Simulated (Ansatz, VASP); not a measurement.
## Ge in VASP and in Ansatz

File INCAR:

```
  PREC = Accurate
  ENCUT = 520
  EDIFF = 1E-7
  ISMEAR = 0
  SIGMA = 0.15
  LREAL = False
  LASPH = True
  NELM = 100
  ALGO = Normal
  ISIF = 2
  LWAVE = False
  LCHARG = True
  GGA = PS
  LELF = True
  LVHAR = True
  NBANDS = 13
```

KPOINTS

```
Automatic mesh
0
Gamma
  20 20 18
```

Contents of POSCAR:

```
Ge
1.0
    1.3272915500     -2.4704902000      0.0000000000
    1.3272915500      2.4704902000      0.0000000000
    0.0000000000      0.0000000000      2.6307752250
Ge
1
Direct
    0.5000000000      0.5000000000      0.0000000000
```

Input for Ansatz:

```yaml
crystal:
  lattice:
    - [1.32729155, -2.4704902, 0.0]
    - [1.32729155, 2.4704902, 0.0]
    - [0.0, 0.0, 2.630775225]
  atoms:
    - { symbol: Ge, position: [0.5, 0.5, 0.0] }
basis:
  ecutwfc: 420
kpoints:
  mp_grid: { grid: [20, 20, 18] }
hamiltonian:
  xc: pbesol
scf:
  occupations: { method: gaussian, width: 0.15 }
output:
  forces: true
  stress: true
  eigenvalues: true
  write_density: true
  write_potential: true
  elf: true
  volumetric_format: npy
```

Change from the starting cell: strain -0.050 along x and y, -0.025 along z, atoms carried along.

Alike in both runs: task single point; functional PBEsol; k mesh 20 × 20 × 18; occupations gaussian, width 0.15 eV; no spin polarisation.

```csv
,VASP,Ansatz
version,VASP 6.6.1,Ansatz 0.2.0
potentials or method,"VASP PAW PBE potentials, release 64 (Ge_d), cutoff 520 eV","scalar-relativistic, plane waves, PAW"
valence electrons in the cell,14,14
```

VASP gave:

| Property | Result |
| --- | --- |
| gap on the k mesh at the Fermi level (eV) | none |
| pressure (GPa) | 6.2 |
| traceless stress, the component that is largest in VASP (GPa) | -4.17 |

Estimate Ansatz's values.

gap on the k mesh at the Fermi level (eV): none; pressure (GPa): 6.1; traceless stress, the component that is largest in VASP (GPa): -4.13.

VASP's potentials were made for PBE, not for PBEsol. A gap of «none» marks a metal or a gap that the smearing closes. With one functional, cell and mesh, what is left measures potentials, basis and numerics.
